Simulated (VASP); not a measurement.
# HgTe (Coloradoite) (F-43m) in VASP: a series of runs

HgTe (Coloradoite) is run at these levels: LDA, PBEsol+D3(BJ); tasks: single point, relaxation of cell and atoms.

Program: VASP 6.6.1. These are calculated values, not measurements. Logs are shortened: lines on timing, memory, paths and dates and some standing lists are left out, and cuts for length are marked.

## Step 1: The cell of the first run

It takes space group F-43m (No. 216, cubic). Conventional cell: a = 5.968 Å, b = 5.968 Å, c = 5.968 Å, α = 90.00°, β = 90.00°, γ = 90.00°. Hg (site symmetry -43m) has 4 Te at 2.58 Å within 3.4 Å. Te (site symmetry -43m) has 4 Hg at 2.58 Å within 3.4 Å.

## Step 2: Single point, LDA (volume scaled by 0.8)

File INCAR:

```
PREC = Accurate
ENCUT = 520
EDIFF = 1E-6
ISMEAR = 0
SIGMA = 0.1
LREAL = F
LASPH = T
NELM = 60
ALGO = Normal
ISIF = 2
LWAVE = F
LCHARG = F
NBANDS = 16
```

File KPOINTS:

```
Automatic mesh
0
Gamma
  7 7 7
```

File POSCAR:

```
HgTe
1.0
    0.0000000000      2.9840774611      2.9840774611
    2.9840774611      0.0000000000      2.9840774611
    2.9840774611      2.9840774611      0.0000000000
Hg Te
1 1
Direct
    0.0000000000      0.0000000000      0.0000000000
    0.7500000000      0.7500000000      0.7500000000
```

Potentials or basis: VASP PAW LDA potentials, release 64 (Hg, Te).

On the command line:

```
$ cat potpaw_LDA.64/Hg/POTCAR potpaw_LDA.64/Te/POTCAR > POTCAR
$ mpirun -np 1 vasp_std > vasp.out
```

OUTCAR:

```text
PREC = Accurate
   ENCUT = 520
   EDIFF = 1E-6
   ISMEAR = 0
   LREAL = F
   LASPH = T
   NELM = 60
   ISIF = 2

 ion  position               nearest neighbor table
   1  0.000  0.000  0.000-   2 2.58   2 2.58   2 2.58   2 2.58
   2  0.750  0.750  0.750-   1 2.58   1 2.58   1 2.58   1 2.58

  LATTYP: Found a face centered cubic cell.
 ALAT       =     5.9681549222

  Lattice vectors:

 A1 = (   0.0000000000,   2.9840774611,   2.9840774611)
 A2 = (   2.9840774611,   0.0000000000,   2.9840774611)
 A3 = (   2.9840774611,   2.9840774611,   0.0000000000)

Analysis of symmetry for initial positions (statically):
=====================================================================
 Subroutine PRICEL returns:
 Original cell was already a primitive cell.

 Routine SETGRP: Setting up the symmetry group for a
 face centered cubic supercell.

 Subroutine GETGRP returns: Found 24 space group operations
 (whereof 24 operations were pure point group operations)
 out of a pool of 48 trial point group operations.

The static configuration has the point symmetry T_d .

Analysis of symmetry for dynamics (positions and initial velocities):
=====================================================================
 Subroutine PRICEL returns:
 Original cell was already a primitive cell.

 Routine SETGRP: Setting up the symmetry group for a
 face centered cubic supercell.

 Subroutine GETGRP returns: Found 24 space group operations
 (whereof 24 operations were pure point group operations)
 out of a pool of 48 trial point group operations.

The dynamic configuration has the point symmetry T_d .

 Subroutine INISYM returns: Found 24 space group operations
 (whereof 24 operations are pure point group operations),
 and found     1 'primitive' translations

----------------------------------------------------------------------------------------

                                     Primitive cell

  volume of cell :      53.1447

  direct lattice vectors                    reciprocal lattice vectors
     0.000000000  2.984077461  2.984077461    -0.167555972  0.167555972  0.167555972
     2.984077461  0.000000000  2.984077461     0.167555972 -0.167555972  0.167555972
     2.984077461  2.984077461  0.000000000     0.167555972  0.167555972 -0.167555972

  length of vectors
     4.220122817  4.220122817  4.220122817     0.290215457  0.290215457  0.290215457

  position of ions in fractional coordinates (direct lattice)
     0.000000000  0.000000000  0.000000000
     0.750000000  0.750000000  0.750000000

  ion indices of the primitive-cell ions
   primitive index   ion index
                 1           1
                 2           2

----------------------------------------------------------------------------------------

 KPOINTS: Automatic mesh

Automatic generation of k-mesh.
 Grid dimensions read from file:
 generate k-points for:    7    7    7

 Generating k-lattice:

  Cartesian coordinates                     Fractional coordinates (reciprocal lattice)
    -0.023936567  0.023936567  0.023936567     0.142857143  0.000000000  0.000000000
     0.023936567 -0.023936567  0.023936567     0.000000000  0.142857143  0.000000000
     0.023936567  0.023936567 -0.023936567     0.000000000  0.000000000  0.142857143

  Length of vectors
     0.041459351  0.041459351  0.041459351

  Shift w.r.t. Gamma in fractional coordinates (k-lattice)
     0.000000000  0.000000000  0.000000000

 Subroutine IBZKPT returns following result:
 ===========================================

 Found     20 irreducible k-points:

 Following reciprocal coordinates:
            Coordinates               Weight
  0.000000  0.000000  0.000000      1.000000
  0.142857  0.000000  0.000000      8.000000
  0.285714  0.000000  0.000000      8.000000
  0.428571  0.000000  0.000000      8.000000
  0.142857  0.142857  0.000000      6.000000
  0.285714  0.142857  0.000000     24.000000
[... 12 lines left out ...]
 -0.428571  0.428571  0.142857     24.000000
 -0.285714  0.428571  0.142857     24.000000
   k-points           NKPTS =     20   k-points in BZ     NKDIM =     20   number of bands    NBANDS=     16
   number of dos      NEDOS =    301   number of ions     NIONS =      2
   total plane-waves  NPLWV =  32768
   dimension x,y,z NGX =    32 NGY =   32 NGZ =   32
   dimension x,y,z NGXF=    64 NGYF=   64 NGZF=   64
   ions per type =               1   1
   NGX,Y,Z   is equivalent  to a cutoff of  12.61, 12.61, 12.61 a.u.
   NGXF,Y,Z  is equivalent  to a cutoff of  25.21, 25.21, 25.21 a.u.
 SYSTEM =  unknown system
   PREC   = accura    normal or accurate (medium, high low for compatibility)
   ISTART =      0    job   : 0-new  1-cont  2-samecut
   ICHARG =      2    charge: 1-file 2-atom 10-const
   ISPIN  =      1    spin polarized calculation?
   LNONCOLLINEAR =      F non collinear calculations
   LSORBIT =      F    spin-orbit coupling
   LASPH  =      T    aspherical Exc in radial PAW
   ENCUT  =  520.0 eV  38.22 Ry    6.18 a.u.   7.85  7.85  7.85*2*pi/ulx,y,z
   NELM   =     60;   NELMIN=  2; NELMDL= -5     # of ELM steps
   EDIFF  = 0.1E-05   stopping-criterion for ELM
   LREAL  =      F    real-space projection
   EDIFFG = 0.1E-04   stopping-criterion for IOM
   NSW    =      0    number of steps for IOM
   IBRION =     -1    ionic relax: 0-MD 1-quasi-New 2-CG
   NFREE  =      0    steps in history (QN), initial steepest desc. (CG)
   ISIF   =      2    stress and relaxation
   ISYM   =      2    0-nonsym 1-usesym 2-fastsym
   POTIM  = 0.5000    time-step for ionic-motion
   TEBEG  =    0.0;   TEEND  =   0.0 temperature during run
   PSTRESS=    0.0 pullay stress
   NELECT =      18.0000    total number of electrons
   NUPDOWN=      -1.0000    fix difference up-down
   EMIN   =  10.00;   EMAX   =-10.00  energy-range for DOS
   EFERMI =   0.00;   METHOD = LEGACY
   ISMEAR =     0;   SIGMA  =   0.10  broadening in eV -4-tet -1-fermi 0-gaus
   EFERMI_NEDOS =   21; number of points for ismear=-14 and -15
   IALGO  =     38    algorithm
   IMIX   =      4    mixing-type and parameters
     AMIX     =   0.40;   BMIX     =  1.00
     AMIX_MAG =   1.60;   BMIX_MAG =  1.00
  volume/ion in A,a.u.               =      26.57       179.32
  Fermi-wavevector in a.u.,A,eV,Ry     =   1.141157  2.156475 17.718056  1.302240
  Thomas-Fermi vector in A             =   2.277858
   LORBIT       =      0    0 simple, 1 ext, 2 COOP (PROOUT), +10 PAW based schemes
   GGA     = CA    functional components
   LHFCALC =     F    Hartree Fock is set to
   AEXX    =    0.0000 exact exchange contribution
   IVDW    =     0    specifies the selected vdW correction
   LEPSILON=     F    determine dielectric tensor
   LRPA    =     F    only Hartree local field effects (RPA)
 non-spin polarized calculation
 Gauss-broadening in eV      SIGMA  =   0.10
  energy-cutoff  :      520.00
  volume of cell :       53.14
 maximum number of plane-waves:      1459
   NGX = 15   NGY = 15   NGZ = 15

 number of electron      17.9999999 magnetization

 Free energy of the ion-electron system (eV)
  ---------------------------------------------------
  ext. energy  EPLUGINS =         0.00000000
  ---------------------------------------------------
  free energy    TOTEN  =        -4.34840573 eV

  energy without entropy =       -4.34795585  energy(sigma->0) =       -4.34818079

 E-fermi :   5.9421     XC(G=0): -10.1866

 val. band max:        5.9116692769   @ k =   0.0000   0.0000   0.0000
 cond. band min:       6.5233803404   @ k =   0.4286   0.0000   0.0000
 fundamental gap:      0.6117110635
 Fermi energy:         5.9421324084

 k-point     1 :       0.0000    0.0000    0.0000
  band No.  band energies     occupation
      1      -8.2455      2.00000
      2      -3.2371      2.00000
      3      -3.2371      2.00000
      4      -3.2371      2.00000
      5      -2.3668      2.00000
      6      -2.3668      2.00000
[... 8 lines left out ...]
     15      15.3131      0.00000
     16      15.3131      0.00000

 k-point     2 :       0.1429    0.0000    0.0000
  band No.  band energies     occupation
      1      -8.0901      2.00000
      2      -3.2124      2.00000
      3      -3.1923      2.00000
      4      -3.1923      2.00000
      5      -2.3738      2.00000
      6      -2.3738      2.00000
[... 8 lines left out ...]
     15      14.3272      0.00000
     16      14.3272      0.00000

 k-point     3 :       0.2857    0.0000    0.0000
  band No.  band energies     occupation
      1      -7.7139      2.00000
      2      -3.1027      2.00000
      3      -3.1027      2.00000
      4      -3.0128      2.00000
      5      -2.3697      2.00000
      6      -2.3697      2.00000
[... 8 lines left out ...]
     15      14.3704      0.00000
     16      14.3704      0.00000

 k-point     4 :       0.4286    0.0000    0.0000
  band No.  band energies     occupation
      1      -7.3834      2.00000
      2      -3.0481      2.00000
      3      -3.0481      2.00000
      4      -2.3443      2.00000
      5      -2.3391      2.00000
      6      -2.3391      2.00000
[... 8 lines left out ...]
     15      15.6195      0.00000
     16      15.6195      0.00000
[... 248 lines left out ...]
 k-point    18 :      -0.4286    0.2857    0.1429
  band No.  band energies     occupation
      1      -7.1764      2.00000
      2      -2.9919      2.00000
      3      -2.9165      2.00000
      4      -2.5547      2.00000
      5      -2.3598      2.00000
      6      -2.0223      2.00000
[... 8 lines left out ...]
     15      15.8606      0.00000
     16      16.6122      0.00000

 k-point    19 :      -0.4286    0.4286    0.1429
  band No.  band energies     occupation
      1      -7.0630      2.00000
      2      -3.0379      2.00000
      3      -2.7906      2.00000
      4      -2.6391      2.00000
      5      -2.3231      2.00000
      6      -1.8129      2.00000
[... 8 lines left out ...]
     15      17.0721      0.00000
     16      17.5814      0.00000

 k-point    20 :      -0.2857    0.4286    0.1429
  band No.  band energies     occupation
      1      -7.0351      2.00000
      2      -2.9668      2.00000
      3      -2.8067      2.00000
      4      -2.5098      2.00000
      5      -2.4222      2.00000
      6      -1.5695      2.00000
[... 8 lines left out ...]
     15      16.2773      0.00000
     16      18.2895      0.00000

------------------------ aborting loop because EDIFF is reached ----------------------------------------

  FORCE on cell =-STRESS in cart. coord.  units (eV):
  Direction    XX          YY          ZZ          XY          YZ          ZX
  --------------------------------------------------------------------------------------
  -------------------------------------------------------------------------------------
  Total        6.5853385      6.5853385      6.5853385      0.0000000      0.0000000     -0.0000000
  in kB      198.5310365    198.5310365    198.5310365      0.0000000      0.0000000     -0.0000000
  external PRESSURE =     198.5310365 kB  Pullay stress =       0.0000000 kB

 VOLUME and BASIS-vectors are now :
 -----------------------------------------------------------------------------
  energy-cutoff  :      520.00
  volume of cell :       53.14
      direct lattice vectors                 reciprocal lattice vectors
     0.000000000  2.984077461  2.984077461    -0.167555972  0.167555972  0.167555972
     2.984077461  0.000000000  2.984077461     0.167555972 -0.167555972  0.167555972
     2.984077461  2.984077461  0.000000000     0.167555972  0.167555972 -0.167555972

 POSITION                                       TOTAL-FORCE (eV/Angst)
 -----------------------------------------------------------------------------------
      0.00000      0.00000      0.00000         0.000000      0.000000      0.000000
      4.47612      4.47612      4.47612        -0.000000     -0.000000     -0.000000
 -----------------------------------------------------------------------------------
    total drift:                                0.000000      0.000000      0.000000

  FREE ENERGIE OF THE ION-ELECTRON SYSTEM (eV)
  ---------------------------------------------------
  free  energy   TOTEN  =        -4.3484057333 eV

  energy  without entropy=       -4.3479558503  energy(sigma->0) =       -4.34818079
```

It took 16 s on 1 thread of Intel Xeon 8259CL, shared host; peak memory 0.16 GiB.

Results:

* Free energy: -4.3484 eV
* Pressure: 19.9 GPa
* Band gap on the k mesh: zero (filled and empty bands touch)

Levels at points of the mesh, in eV from the Fermi level:
```csv
k point,band 6,band 7,band 8,band 9,band 10,band 11,band 12,band 13
"(0.00, 0.00, 0.00)",-8.31,-0.26,-0.03,-0.03,-0.03,3.57,3.57,3.57
```

Caveat: the cell differs from its parent crystal (volume scaled by 0.8); spin-orbit coupling is left out, which moves the levels of the heavy elements.

## Step 3: Relaxation of cell and atoms, PBEsol+D3(BJ)

This run uses another cell than the first one, of 33.22 Å³/atom, 1.250 times its volume.

File INCAR:

```
ALGO = Normal
EDIFF = 1E-6
EDIFFG = -0.005
ENCUT = 600
GGA = PS
IBRION = 2
ISIF = 3
ISMEAR = -1
IVDW = 12
LASPH = True
LCHARG = False
LREAL = False
LWAVE = False
NELM = 100
NSW = 80
PREC = Accurate
SIGMA = 0.05
```

File KPOINTS:

```
k-points
0
Gamma
  7 7 7
```

File POSCAR:

```
HgTe
1.0
    0.0000000000      3.2145000000      3.2145000000
    3.2145000000      0.0000000000      3.2145000000
    3.2145000000      3.2145000000      0.0000000000
Hg Te
1 1
Direct
    0.0000000000      0.0000000000      0.0000000000
    0.7500000000      0.7500000000      0.7500000000
```

Potentials or basis: VASP PAW PBE potentials, release 64 (Hg, Te).

On the command line:

```
$ cat potpaw_PBE.64/Hg/POTCAR potpaw_PBE.64/Te/POTCAR > POTCAR
$ mpirun -np 1 vasp_std > vasp.out
```

Wall time 84 s (1 thread of Intel Xeon 8259CL, shared host); peak memory 0.22 GiB.

It converged, with:

```
Free energy                            : -5.0771 eV
Relaxed volume                         : 33.35 Å³/atom
Relaxed cell                           : a = 4.552 Å, b = 4.552 Å, c = 4.552 Å, α = 60.00°, β = 60.00°, γ = 60.00°
Space group after relaxing (to 0.05 Å) : F-43m (No. 216)
Energy gained by relaxing              : 0.1 meV/atom
Ionic steps                            : 3
Pressure after relaxing                : 0.0 GPa
Band gap on the k mesh                 : zero (filled and empty bands touch)
Dispersion energy per atom             : -0.359 eV
```

The path:
| step | energy change (eV) | largest force (eV/Å) | pressure (GPa) | volume (Å³) |
| --- | --- | --- | --- | --- |
| 1 | 0.0000 | 0.0000 | 0.18 | 66.43 |
| 2 | -0.0001 | 0.0000 | -0.02 | 66.79 |
| 3 | -0.0001 | 0.0000 | -0.02 | 66.71 |

Final structure:
```
CELL_PARAMETERS angstrom
0.00000 3.21892 3.21892
3.21892 0.00000 3.21892
3.21892 3.21892 0.00000
ATOMIC_POSITIONS crystal
Hg 0.00000 0.00000 0.00000
Te 0.75000 0.75000 0.75000
```

Levels at points of the mesh, in eV from the Fermi level:
| k point | band 7 | band 8 | band 9 | band 10 | band 11 | band 12 |
| --- | --- | --- | --- | --- | --- | --- |
| (0.00, 0.00, 0.00) | -0.82 | -0.04 | -0.04 | -0.04 | 4.12 | 4.12 |

Caveat: the PAW data sets were made with another functional, which shifts forces and pressure a little; spin-orbit coupling is left out, which moves the levels of the heavy elements; pairwise dispersion overbinds metals, which lowers pressure and volume. Zero-point motion and thermal expansion aren't in these numbers.
